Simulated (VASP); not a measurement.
# Au (Fm-3m) in VASP: a series of runs, part 2 of 2

VASP 6.6.1.

## (3) Single point, PBEsol

Input file INCAR:

```
SYSTEM = Au
PREC = Accurate
ENCUT = 520
EDIFF = 1E-6
ISMEAR = -1
SIGMA = 0.05
LREAL = .FALSE.
LASPH = .TRUE.
NELM = 80
ALGO = Normal
ISIF = 2
LWAVE = .FALSE.
LCHARG = .TRUE.
GGA = PS
LELF = .TRUE.
LVHAR = .TRUE.
NBANDS = 12
```

Input file KPOINTS:

```
Automatic mesh
0
G
  8 8 8
  0 0 0
```

Input file POSCAR:

```
Au
1.0
    0.0000000000      2.0350000000      2.0350000000
    2.0350000000      0.0000000000      2.0350000000
    2.0350000000      2.0350000000      0.0000000000
Au
1
Direct
    0.0000000000      0.0000000000      0.0000000000
```

Potentials or basis: VASP PAW PBE potentials, release 64 (Au).

Command:

```bash
> cat potpaw_PBE.64/Au/POTCAR > POTCAR
> mpirun -np 1 vasp_std > vasp.out
```

OUTCAR:

```text
SYSTEM = Au
   PREC = Accurate
   ENCUT = 520
   EDIFF = 1E-6
   ISMEAR = -1
   LREAL = .FALSE.
   LASPH = .TRUE.
   NELM = 80
   ISIF = 2
   GGA = PS

 ion  position               nearest neighbor table
   1  0.000  0.000  0.000-

  LATTYP: Found a face centered cubic cell.
 ALAT       =     4.0700000000

  Lattice vectors:

 A1 = (   0.0000000000,   2.0350000000,   2.0350000000)
 A2 = (   2.0350000000,   0.0000000000,   2.0350000000)
 A3 = (   2.0350000000,   2.0350000000,   0.0000000000)

Analysis of symmetry for initial positions (statically):
=====================================================================
 Subroutine PRICEL returns:
 Original cell was already a primitive cell.

 Routine SETGRP: Setting up the symmetry group for a
 face centered cubic supercell.

 Subroutine GETGRP returns: Found 48 space group operations
[... 9 lines left out ...]

 Routine SETGRP: Setting up the symmetry group for a
 face centered cubic supercell.

 Subroutine GETGRP returns: Found 48 space group operations
[... 11 lines left out ...]
                                     Primitive cell

  volume of cell :      16.8548
[... 143 lines left out ...]
  band No.  band energies     occupation
      1      -0.5744      2.00000
      2       4.7326      2.00000
      3       4.7326      2.00000
      4       4.7326      2.00000
      5       6.2941      2.00000
      6       6.2941      2.00000
      7      23.9474      0.00000
      8      28.0071      0.00000
      9      28.0071      0.00000
     10      28.0071      0.00000
     11      32.9075      0.00000
     12      37.6993      0.00000
[... 331 lines left out ...]
 k-point    24 :      -0.3750    0.2500    0.1250
  band No.  band energies     occupation
      1       3.0712      2.00000
      2       4.0399      2.00000
      3       5.1547      2.00000
      4       5.5854      2.00000
      5       7.3763      2.00000
      6      12.0884      0.00000
      7      12.5570      0.00000
      8      21.6973      0.00000
      9      22.6221      0.00000
     10      27.1635      0.00000
     11      33.4283      0.00000
     12      36.4323      0.00000

 [... further k-points ...]

------------------------ aborting loop because EDIFF is reached ----------------------------------------

  FORCE on cell =-STRESS in cart. coord.  units (eV):
  Direction    XX          YY          ZZ          XY          YZ          ZX
  --------------------------------------------------------------------------------------
  -------------------------------------------------------------------------------------
  Total        0.2550450      0.2550450      0.2550450      0.0000000      0.0000000     -0.0000000
  in kB       24.2439972     24.2439972     24.2439972      0.0000000      0.0000000     -0.0000000
  external PRESSURE =      24.2439972 kB  Pullay stress =       0.0000000 kB

 VOLUME and BASIS-vectors are now :
 -----------------------------------------------------------------------------
  energy-cutoff  :      520.00
  volume of cell :       16.85
      direct lattice vectors                 reciprocal lattice vectors
     0.000000000  2.035000000  2.035000000    -0.245700246  0.245700246  0.245700246
     2.035000000  0.000000000  2.035000000     0.245700246 -0.245700246  0.245700246
     2.035000000  2.035000000  0.000000000     0.245700246  0.245700246 -0.245700246

 POSITION                                       TOTAL-FORCE (eV/Angst)
 -----------------------------------------------------------------------------------
      0.00000      0.00000      0.00000        -0.000000      0.000000     -0.000000
 -----------------------------------------------------------------------------------
    total drift:                               -0.000000      0.000000      0.000000

  FREE ENERGIE OF THE ION-ELECTRON SYSTEM (eV)
  ---------------------------------------------------
  free  energy   TOTEN  =        -3.8848957652 eV

  energy  without entropy=       -3.8799510915  energy(sigma->0) =       -3.88242343
```

Run time: 3.7 s. Hardware: 1 thread of Intel Xeon 6975P-C, shared host; peak memory 0.14 GiB.

What came out:

```
Free energy : -3.8849 eV
Pressure    : 2.4 GPa
```

Levels at points of the mesh, in eV from the Fermi level:
```csv
k point,band 4,band 5,band 6,band 7,band 8,band 9
"(0.00, 0.00, 0.00)",-4.69,-3.13,-3.13,14.52,18.58,18.58
"(0.50, 0.00, 0.00)",-1.90,-1.90,-1.04,3.16,13.96,17.21
"(0.50, 0.50, 0.00)",-1.58,-1.58,0.96,5.88,10.02,10.02
```

Caveat: the PAW data sets were made with another functional, which shifts forces and pressure a little; spin-orbit coupling is left out, which moves the levels of the heavy elements.
